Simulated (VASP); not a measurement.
Wanted: the native input for a VASP 6.6.1 run.

| Item | Value |
| --- | --- |
| Task | single point |
| Functional | PBE |
| Potentials or basis | VASP PAW PBE potentials, release 64 (Hf_pv, C) |
| Cutoff | 520 eV |
| k mesh | 6 × 6 × 6 |
| Occupations | fermi-dirac, width 0.1 eV |
| Spin | no spin polarisation |
| Dipole correction | no |
| Further INCAR settings | ALGO = Normal; EDIFF = 1e-07; NBANDS = 14 |

The structure of HfC lies in POSCAR:

```
HfC
1.0
   -0.0460200000      2.3412800000      2.3591800000
    2.2447700000      0.0541400000      2.2590100000
    2.2973600000      2.2937000000      0.0015500000
Hf C
1 1
Direct
    0.5451300000      0.4898700000      0.4574200000
    0.9753933711      0.9947084923      0.9872048404
```

These files were run (other wordings do the same):

INCAR

```
PREC = Accurate
ENCUT = 520
EDIFF = 1E-7
ISMEAR = -1
SIGMA = 0.1
LREAL = F
LASPH = T
NELM = 100
ALGO = Normal
ISIF = 2
LWAVE = F
LCHARG = F
GGA = PE
NBANDS = 14
```

KPOINTS

```
regular mesh
0
Gamma
  6 6 6
```

Potentials or basis: VASP PAW PBE potentials, release 64 (Hf_pv, C).

Command:

```console
$ cat potpaw_PBE.64/Hf_pv/POTCAR potpaw_PBE.64/C/POTCAR > POTCAR
$ mpirun -np 1 vasp_std > vasp.out
```

It gave:

```
Pressure               : 13.0 GPa
Largest force          : 1.617 eV/Å
Band gap on the k mesh : zero (band 7 reaches 6.67 eV, above the bottom of band 8 at 6.40 eV)
```

Caveat: the k points lie up to 0.41 Å⁻¹ apart; spin-orbit coupling is left out, which moves the levels of the heavy elements; forces of over 1 eV/Å act on the atoms, so gaps and moduli don't describe the material at rest.

Wall time 62 s on 1 thread of AMD EPYC 7R13, with other jobs on the host, peak memory 0.14 GiB.
